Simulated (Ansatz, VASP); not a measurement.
Y3AlN4 in VASP and in Ansatz

Contents of POSCAR:

```
Y3AlN4
1.0
    5.0914941655      0.0000000000      0.0021149222
    0.0000000000      3.7245020683      0.0000000000
    0.0020358941      0.0000000000      6.6103545762
Al Y N
1 3 4
Direct
    0.0071816513      0.0000000000      0.6576590009
    0.0384515466      0.5000000000      0.1656376139
    0.5404165368      0.5000000000      0.8245076104
    0.5378036338      0.0000000000      0.3501057742
    0.6421068087      0.0000000000      0.6696512877
    0.5782474660      0.5000000000      0.1655559196
    0.0801294096      0.5000000000      0.8013136061
    0.0756629471      0.0000000000      0.3655691872
```

The input INCAR.step1:

```
PREC = Accurate
ENCUT = 520
ISMEAR = 0
SIGMA = 0.01
LREAL = F
LASPH = T
NELM = 80
NBANDS = 38
GGA = PE
ALGO = Normal
EDIFF = 1E-4
LWAVE = T
LCHARG = F
```

Contents of INCAR.step2:

```
PREC = Accurate
ENCUT = 520
EDIFF = 1E-6
ISMEAR = 0
SIGMA = 0.01
LREAL = F
LASPH = T
NELM = 80
ALGO = Normal
ISIF = 2
LWAVE = F
LCHARG = F
METAGGA = R2SCAN
LMIXTAU = T
NBANDS = 38
ISTART = 1
```

The input KPOINTS:

```
regular mesh
0
Gamma
  6 8 4
```

Input for Ansatz:

```yaml
crystal:
  lattice:
    - [5.0914941655, 0.0, 0.0021149222]
    - [0.0, 3.7245020683, 0.0]
    - [0.0020358941, 0.0, 6.6103545762]
  atoms:
    - { symbol: Al, position: [0.0071816513, 0.0, 0.6576590009] }
    - { symbol: "Y", position: [0.0384515466, 0.5, 0.1656376139] }
    - { symbol: "Y", position: [0.5404165368, 0.5, 0.8245076104] }
    - { symbol: "Y", position: [0.5378036338, 0.0, 0.3501057742] }
    - { symbol: "N", position: [0.6421068087, 0.0, 0.6696512877] }
    - { symbol: "N", position: [0.578247466, 0.5, 0.1655559196] }
    - { symbol: "N", position: [0.0801294096, 0.5, 0.8013136061] }
    - { symbol: "N", position: [0.0756629471, 0.0, 0.3655691872] }
kpoints:
  mp_grid: { grid: [6, 8, 4] }
  band_path:
    path:
      - [0.0, 0.0, 0.0]
      - [0.0, -0.5, 0.0]
      - [0.0, -0.5, -0.5]
      - [0.0, 0.0, -0.5]
      - [-0.5, 0.0, -0.5]
      - [-0.5, -0.5, -0.5]
      - [-0.5, -0.5, 0.0]
      - [-0.5, 0.0, 0.0]
      - [0.0, -0.005208, 0.0]
    npoints: 1
hamiltonian:
  xc: r2scan
scf:
  occupations: { method: fixed }
  n_extra_bands: 6
output:
  forces: true
  stress: true
  eigenvalues: true
```

Alike in both runs: task single point; functional r2SCAN; k mesh 6 × 8 × 4; no spin polarisation.

|  | VASP | Ansatz |
| --- | --- | --- |
| version | VASP 6.6.1 | Ansatz 0.2.0 |
| potentials or method | VASP PAW PBE potentials, release 64 (Al, Y_sv, N) | plane waves, PAW |
| plane-wave cutoff (eV) | 520 | 500 |
| occupations | gaussian, width 0.01 eV | fixed |
| valence electrons in the cell | 56 | 56 |

```tsv
	VASP	Ansatz	Ansatz less VASP
gap on the k mesh at the Fermi level (eV)	2.22	2.21	-0.008
pressure (GPa)	0.0	0.0	+0.03
rms of the force components (eV/Å)	0.008	0.001	-0.0072
```

VASP's potentials were made for PBE, not for r2SCAN. Atom by atom the forces differ by 0.008 eV/Å (rms over components).
